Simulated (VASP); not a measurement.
# Si5S (Pmma) in VASP: relaxation of cell and atoms with PBE

Aim: the relaxation of cell and atoms of Si5S with PBE.

Everything below comes from runs of VASP 6.6.1. Logs are shortened: lines on timing, memory, paths and dates and some standing lists are left out, and cuts for length are marked.

## Step 1: The cell of the first run

Symmetry: Pmma, No. 51, orthorhombic system. The conventional cell has a = 4.788 Å, b = 4.799 Å, c = 8.202 Å, α = 90.00°, β = 90.00°, γ = 90.00°. Si (site symmetry mm2) has 2 S at 2.44 Å and 8 Si at 2.55 to 3.23 Å within 3.3 Å. Within 3.3 Å of Si (site symmetry mm2) lie 10 Si at 2.49 to 3.09 Å. Within 3.3 Å of Si (site symmetry mm2) lie 8 Si at 2.52 to 3.04 Å and 2 S at 3.25 Å. Si (site symmetry mm2) has 7 Si at 2.48 to 3.23 Å and 3 S at 2.63 to 3.10 Å within 3.3 Å. Si (site symmetry mm2) has 3 S at 2.45 to 3.08 Å and 5 Si at 2.50 to 3.03 Å within 3.2 Å. Within 3.3 Å of S (site symmetry mm2) lie 10 Si at 2.44 to 3.25 Å.

## Step 2: Relaxation of cell and atoms, PBE

The input, INCAR:

```
SYSTEM = Si5S
ALGO = Fast
EDIFF = 1E-6
EDIFFG = -0.01
ENCUT = 600
GGA = PE
IBRION = 2
ISIF = 3
ISMEAR = 0
KPAR = 4
LASPH = .True.
LCHARG = .False.
LREAL = .False.
LWAVE = .False.
NELM = 100
NSW = 100
PREC = Accurate
SIGMA = 0.1
```

The input, KPOINTS:

```
k-points
0
Gamma
  8 8 6
  0 0 0
```

The input, POSCAR:

```
Si5S
1.0
    4.7879984354      0.0000000000      0.0000000000
    0.0000000000      4.7990820666      0.0000000000
    0.0000000000      0.0000000000      8.2018930300
Si S
10 2
Direct
    0.2500000000      0.5000000000      0.2754501949
    0.7500000000      0.5000000000      0.7245498051
    0.7500000000      0.5000000000      0.3809069851
    0.2500000000      0.5000000000      0.9528282781
    0.2500000000      0.5000000000      0.6190930149
    0.7500000000      0.5000000000      0.0471717219
    0.7500000000      0.0000000000      0.4602859166
    0.2500000000      0.0000000000      0.8440909009
    0.2500000000      0.0000000000      0.5397140834
    0.7500000000      0.0000000000      0.1559090991
    0.7500000000      0.0000000000      0.7805257373
    0.2500000000      0.0000000000      0.2194742627
```

Potentials or basis: VASP PAW PBE potentials, release 64 (Si, S).

Command:

```bash
cat potpaw_PBE.64/Si/POTCAR potpaw_PBE.64/S/POTCAR > POTCAR
mpirun -np 4 vasp_std > vasp.out
```

OUTCAR:

```text
SYSTEM = Si5S
   EDIFF = 1E-6
   EDIFFG = -0.01
   ENCUT = 600
   GGA = PE
   IBRION = 2
   ISIF = 3
   ISMEAR = 0
   LASPH = .True.
   LREAL = .False.
   NELM = 100
   NSW = 100
   PREC = Accurate

 ion  position               nearest neighbor table
   1  0.250  0.500  0.275-  12 2.44  12 2.44   3 2.55   3 2.55   4 2.65   5 2.82   6 3.04   6 3.04

   2  0.750  0.500  0.725-  11 2.44  11 2.44   5 2.55   5 2.55   6 2.65   3 2.82   4 3.04   4 3.04

   3  0.750  0.500  0.381-   7 2.49   7 2.49   1 2.55   1 2.55   6 2.74   2 2.82  10 3.03  10 3.03
                             5 3.09   5 3.09
   4  0.250  0.500  0.953-   6 2.52   6 2.52   8 2.56   8 2.56   1 2.65   5 2.74   2 3.04   2 3.04

   5  0.250  0.500  0.619-   9 2.49   9 2.49   2 2.55   2 2.55   4 2.74   1 2.82   8 3.03   8 3.03
                             3 3.09   3 3.09
   6  0.750  0.500  0.047-   4 2.52   4 2.52  10 2.56  10 2.56   2 2.65   3 2.74   1 3.04   1 3.04

   7  0.750  0.000  0.460-   9 2.48   9 2.48   3 2.49   3 2.49  10 2.50  11 2.63
   8  0.250  0.000  0.844-  11 2.45  11 2.45   9 2.50   4 2.56   4 2.56   5 3.03   5 3.03
   9  0.250  0.000  0.540-   7 2.48   7 2.48   5 2.49   5 2.49   8 2.50  12 2.63
  10  0.750  0.000  0.156-  12 2.45  12 2.45   7 2.50   6 2.56   6 2.56   3 3.03   3 3.03
  11  0.750  0.000  0.781-   2 2.44   2 2.44   8 2.45   8 2.45   7 2.63
  12  0.250  0.000  0.219-   1 2.44   1 2.44  10 2.45  10 2.45   9 2.63

  LATTYP: Found a simple orthorhombic cell.
 ALAT       =     4.7879984354
 B/A-ratio  =     1.0023148778
 C/A-ratio  =     1.7130108000

  Lattice vectors:

 A1 = (   4.7879984354,   0.0000000000,   0.0000000000)
 A2 = (   0.0000000000,   4.7990820666,   0.0000000000)
 A3 = (   0.0000000000,   0.0000000000,   8.2018930300)

Analysis of symmetry for initial positions (statically):
=====================================================================
 Subroutine PRICEL returns:
 Original cell was already a primitive cell.

 Routine SETGRP: Setting up the symmetry group for a
 simple orthorhombic supercell.

 Subroutine GETGRP returns: Found  8 space group operations
 (whereof  4 operations were pure point group operations)
 out of a pool of  8 trial point group operations.

The static configuration has the point symmetry C_2h.
 The point group associated with its full space group is D_2h.

Analysis of symmetry for dynamics (positions and initial velocities):
=====================================================================
 Subroutine PRICEL returns:
 Original cell was already a primitive cell.
[... 146 lines left out ...]
   IALGO  =     68    algorithm
   IMIX   =      4    mixing-type and parameters
     AMIX     =   0.40;   BMIX     =  1.00
     AMIX_MAG =   1.60;   BMIX_MAG =  1.00
  volume/ion in A,a.u.               =      15.71       105.98
  Fermi-wavevector in a.u.,A,eV,Ry     =   1.065779  2.014030 15.454654  1.135885
  Thomas-Fermi vector in A             =   2.201342
   LORBIT       =      0    0 simple, 1 ext, 2 COOP (PROOUT), +10 PAW based schemes
   GGA     = PE    functional components
   LHFCALC =     F    Hartree Fock is set to
   AEXX    =    0.0000 exact exchange contribution
   IVDW    =     0    specifies the selected vdW correction
   LEPSILON=     F    determine dielectric tensor
   LRPA    =     F    only Hartree local field effects (RPA)
 conjugate gradient relaxation of ions
 non-spin polarized calculation
 RMM-DIIS sequential band-by-band and
 Gauss-broadening in eV      SIGMA  =   0.10
  energy-cutoff  :      600.00
  volume of cell :      188.46
 maximum number of plane-waves:      6339
 NGX is ok and might be reduce to    40
   NGX = 19   NGY = 19   NGZ = 33

--------------------------------------- Ionic step        1  -------------------------------------------

 number of electron      51.9999997 magnetization

 Free energy of the ion-electron system (eV)
  ---------------------------------------------------
  ext. energy  EPLUGINS =         0.00000000
  ---------------------------------------------------
  free energy    TOTEN  =       -59.58205443 eV

  energy without entropy =      -59.56935206  energy(sigma->0) =      -59.57570324

------------------------ aborting loop because EDIFF is reached ----------------------------------------

  FORCE on cell =-STRESS in cart. coord.  units (eV):
  Direction    XX          YY          ZZ          XY          YZ          ZX
  --------------------------------------------------------------------------------------
  -------------------------------------------------------------------------------------
  Total       -1.9828131     -0.4766084      1.2209845      0.0000000      0.0000000      0.0000000
  in kB      -16.8564487     -4.0517816     10.3799311      0.0000000      0.0000000      0.0000000
  external PRESSURE =      -3.5094331 kB  Pullay stress =       0.0000000 kB
[... 119 lines left out ...]
  FREE ENERGIE OF THE ION-ELECTRON SYSTEM (eV)
  ---------------------------------------------------
  free  energy   TOTEN  =       -59.6003307341 eV

  energy  without entropy=      -59.5894945005  energy(sigma->0) =      -59.59491262

[... ionic steps 4 to 15 ...]

--------------------------------------- Ionic step       16  -------------------------------------------

 number of electron      52.0000001 magnetization

------------------------ aborting loop because EDIFF is reached ----------------------------------------
[... 87 lines left out ...]
--------------------------------------- Ionic step       18  -------------------------------------------

 number of electron      52.0000001 magnetization

 Free energy of the ion-electron system (eV)
  ---------------------------------------------------
  ext. energy  EPLUGINS =         0.00000000
  ---------------------------------------------------
  free energy    TOTEN  =       -59.62831957 eV

  energy without entropy =      -59.61561934  energy(sigma->0) =      -59.62196945

 E-fermi :   8.9021     XC(G=0): -10.7762

 val. band max:        8.8986023262   @ k =   0.0000   0.5000   0.3333
 cond. band min:       8.9025686445   @ k =   0.2500   0.0000   0.5000
 fundamental gap:      0.0039663183
 Fermi energy:         8.9020772921

 k-point     1 :       0.0000    0.0000    0.0000
  band No.  band energies     occupation
      1      -6.6936      2.00000
      2      -6.1290      2.00000
      3      -2.6622      2.00000
      4      -1.7566      2.00000
      5      -0.9499      2.00000
      6       1.2657      2.00000
[... 853 lines left out ...]
     32      11.2920      0.00000
     33      11.5700      0.00000

 [... further k-points ...]
[... 5 lines left out ...]
  --------------------------------------------------------------------------------------
  -------------------------------------------------------------------------------------
  Total       -0.0694052      0.0533271      0.0378624      0.0000000      0.0000000      0.0000000
  in kB       -0.5868603      0.4509108      0.3201478      0.0000000      0.0000000      0.0000000
  external PRESSURE =       0.0613994 kB  Pullay stress =       0.0000000 kB
[... 27 lines left out ...]
  FREE ENERGIE OF THE ION-ELECTRON SYSTEM (eV)
  ---------------------------------------------------
  free  energy   TOTEN  =       -59.6283195713 eV

  energy  without entropy=      -59.6156193363  energy(sigma->0) =      -59.62196945

 reached required accuracy - stopping structural energy minimisation
```

CONTCAR:

```text
Si5S
   1.00000000000000
     4.7120839483496457    0.0000000000000000    0.0000000000000000
     0.0000000000000000    4.7482010071803149    0.0000000000000000
    -0.0000000000000000    0.0000000000000000    8.4688718877060314
  Si              S
    10     2
Direct
     0.2500000000000000    0.5000000000000000    0.2717028352289935
     0.7500000000000000    0.5000000000000000    0.7282971647710063
     0.7500000000000000    0.5000000000000000    0.3699121239564359
     0.2500000000000000    0.5000000000000000    0.9496941682722282
     0.2500000000000000    0.5000000000000000    0.6300878760435640
     0.7500000000000000    0.5000000000000000    0.0503058317277717
     0.7500000000000000    0.0000000000000000    0.4524176277678155
     0.2500000000000000    0.0000000000000000    0.8445828801178803
     0.2500000000000000    0.0000000000000000    0.5475823722321845
     0.7500000000000000    0.0000000000000000    0.1554171198821198
     0.7500000000000000    0.0000000000000000    0.7875262629095258
     0.2500000000000000    0.0000000000000000    0.2124737370904744

  0.00000000E+00  0.00000000E+00  0.00000000E+00
  0.00000000E+00  0.00000000E+00  0.00000000E+00
  0.00000000E+00  0.00000000E+00  0.00000000E+00
  0.00000000E+00  0.00000000E+00  0.00000000E+00
  0.00000000E+00  0.00000000E+00  0.00000000E+00
  0.00000000E+00  0.00000000E+00  0.00000000E+00
  0.00000000E+00  0.00000000E+00  0.00000000E+00
  0.00000000E+00  0.00000000E+00  0.00000000E+00
  0.00000000E+00  0.00000000E+00  0.00000000E+00
  0.00000000E+00  0.00000000E+00  0.00000000E+00
  0.00000000E+00  0.00000000E+00  0.00000000E+00
  0.00000000E+00  0.00000000E+00  0.00000000E+00
```

Wall time 37 min (4 MPI ranks of AMD EPYC 9755, shared host); peak memory 0.72 GiB.

Results:

```
Free energy                           : -59.6283 eV
Relaxed volume                        : 15.79 Å³/atom
Relaxed cell                          : a = 4.712 Å, b = 4.748 Å, c = 8.469 Å, α = 90.00°, β = 90.00°, γ = 90.00°
Space group after relaxing (to 0.1 Å) : Pmma (No. 51)
Energy gained by relaxing             : 3.9 meV/atom
Ionic steps                           : 18
Pressure after relaxing               : 0.0 GPa
Largest force after relaxing          : 0.008 eV/Å
Band gap on the k mesh                : zero (bands 26 and 27 overlap by 2.98 eV)
```

Forces on the atoms (eV/Å):
```
Si   0.000  0.000 -0.006
Si   0.000  0.000  0.006
Si   0.000  0.000  0.001
Si   0.000  0.000 -0.008
Si   0.000  0.000 -0.001
Si   0.000  0.000  0.008
Si   0.000  0.000  0.007
Si   0.000  0.000  0.003
Si   0.000  0.000 -0.007
Si   0.000  0.000 -0.003
S    0.000  0.000 -0.007
S    0.000  0.000  0.007
```

Stress tensor (GPa, compression positive):
```
-0.06  0.00  0.00
 0.00  0.05  0.00
 0.00  0.00  0.03
```

Step by step:
```csv
step,energy change (eV),largest force (eV/Å),pressure (GPa),volume (Å³)
1,0.0000,0.1246,-0.35,188.46
2,-0.0168,0.1338,0.24,187.52
3,-0.0183,0.1615,0.49,187.14
4,-0.0272,0.1313,0.08,188.14
5,-0.0329,0.0867,-0.55,189.81
6,-0.0380,0.0673,0.04,188.98
7,-0.0381,0.0673,0.14,188.84
8,-0.0403,0.0612,0.13,188.96
9,-0.0417,0.0558,0.11,189.14
10,-0.0439,0.0453,-0.13,189.65
11,-0.0440,0.0417,-0.22,189.83
12,-0.0453,0.0304,0.01,189.40
13,-0.0455,0.0276,0.09,189.24
14,-0.0460,0.0253,0.02,189.41
15,-0.0460,0.0256,0.03,189.38
16,-0.0462,0.0181,-0.05,189.55
17,-0.0462,0.0148,-0.08,189.62
18,-0.0463,0.0081,0.01,189.48
```

Final structure:
```yaml
crystal:
  lattice:
    - [4.71208, 0.00000, 0.00000]
    - [0.00000, 4.74820, 0.00000]
    - [0.00000, 0.00000, 8.46887]
  atoms:
    - { symbol: Si, position: [0.25000, 0.50000, 0.27170] }
    - { symbol: Si, position: [0.75000, 0.50000, 0.72830] }
    - { symbol: Si, position: [0.75000, 0.50000, 0.36991] }
    - { symbol: Si, position: [0.25000, 0.50000, 0.94969] }
    - { symbol: Si, position: [0.25000, 0.50000, 0.63009] }
    - { symbol: Si, position: [0.75000, 0.50000, 0.05031] }
    - { symbol: Si, position: [0.75000, 0.00000, 0.45242] }
    - { symbol: Si, position: [0.25000, 0.00000, 0.84458] }
    - { symbol: Si, position: [0.25000, 0.00000, 0.54758] }
    - { symbol: Si, position: [0.75000, 0.00000, 0.15542] }
    - { symbol: S, position: [0.75000, 0.00000, 0.78753] }
    - { symbol: S, position: [0.25000, 0.00000, 0.21247] }
```

Levels at points of the mesh, in eV from the Fermi level:
```
           k point  band 24  band 25  band 26  band 27  band 28  band 29
(0.00, 0.00, 0.00)    -1.50    -1.32    -1.29    -1.06    -0.67    -0.27
(0.50, 0.00, 0.00)    -1.39    -0.49    -0.49     0.56     0.56     1.06
(0.00, 0.50, 0.00)    -1.36    -1.36    -0.12     0.20     0.95     0.97
(0.50, 0.50, 0.00)    -0.74     1.23     1.23     1.48     1.48     1.61
(0.00, 0.00, 0.50)    -2.13    -2.11    -2.02    -1.76    -0.90     1.37
(0.50, 0.00, 0.50)    -1.37    -1.13    -1.13     0.07     0.07     0.94
(0.00, 0.50, 0.50)    -1.55    -1.02    -0.58     0.22     0.23     0.66
(0.50, 0.50, 0.50)     0.32     1.22     1.22     1.35     1.35     1.98
```
